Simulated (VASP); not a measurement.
**K: single point with PBEsol+D3(BJ)**

K:

```
K
1.0
    -2.54450    2.54450    2.54450
     2.54450   -2.54450    2.54450
     2.54450    2.54450   -2.54450
K
1
Direct
  0.00000 0.00000 0.00000
```

```yaml
Program: VASP 6.6.1
Task: single point
Functional: PBEsol
Dispersion: D3(BJ)
Potentials_or_basis: VASP PAW PBE potentials, release 64 (K_sv)
Cutoff: 520 eV
k_mesh: 13 × 13 × 13
Occupations: fermi-dirac, width 0.05 eV
Spin: no spin polarisation
Dipole_correction: no
Further_INCAR_settings: ALGO = Normal; EDIFF = 1e-07; NBANDS = 10
```

| Property | Result |
| --- | --- |
| Pressure | 0.0 GPa |
| Dispersion energy per atom | -0.138 eV |

Levels at points of the mesh, in eV from the Fermi level:
```
           k point  band 1  band 2  band 3  band 4  band 5  band 6  band 7  band 8  band 9
(0.00, 0.00, 0.00)  -31.95  -15.45  -15.45  -15.45   -2.34    4.38    4.38    4.38    5.37
```

Wall time 24 s on 1 thread of Intel(R) Xeon(R) 6975P-C (Granite Rapids), with other jobs on the host, peak memory 0.23 GiB.

Caveat: three body term missing; the PAW data sets were made with another functional, which shifts forces and pressure a little; pairwise dispersion overbinds metals, which lowers pressure and volume.
